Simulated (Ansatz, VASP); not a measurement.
ZnSe in VASP and in Ansatz

```xyz
2
Lattice="0.0000 2.6577 2.6577 2.6577 0.0000 2.6577 2.6577 2.6577 0.0000" Properties=species:S:1:pos:R:3 pbc="T T T"
Zn    0.0000    0.0000    0.0000
Se    1.3288    1.3288    1.3288
```

Alike in both runs: task single point; functional PBEsol; k mesh 8 × 8 × 8; occupations gaussian, width 0.05 eV; no spin polarisation.

|  | VASP | Ansatz |
| --- | --- | --- |
| version | VASP 6.6.1 | Ansatz 0.2.0 |
| potentials or method | VASP PAW PBE potentials, release 64 (Zn, Se), cutoff 520 eV | scalar-relativistic, plane waves, PAW |
| valence electrons in the cell | 18 | 28 |

VASP gave:

* gap on the k mesh at the Fermi level (eV): 1.99
* least direct gap on the mesh (eV): 1.99
* pressure (GPa): 17.4

What did Ansatz give for the same quantities?

gap on the k mesh at the Fermi level (eV): 1.97; least direct gap on the mesh (eV): 1.97; pressure (GPa): 16.9.

VASP's potentials were made for PBE, not for PBEsol. VASP's potentials hold 18 valence electrons a cell and Ansatz's 28, so a difference there can come from the potentials and not from the codes.
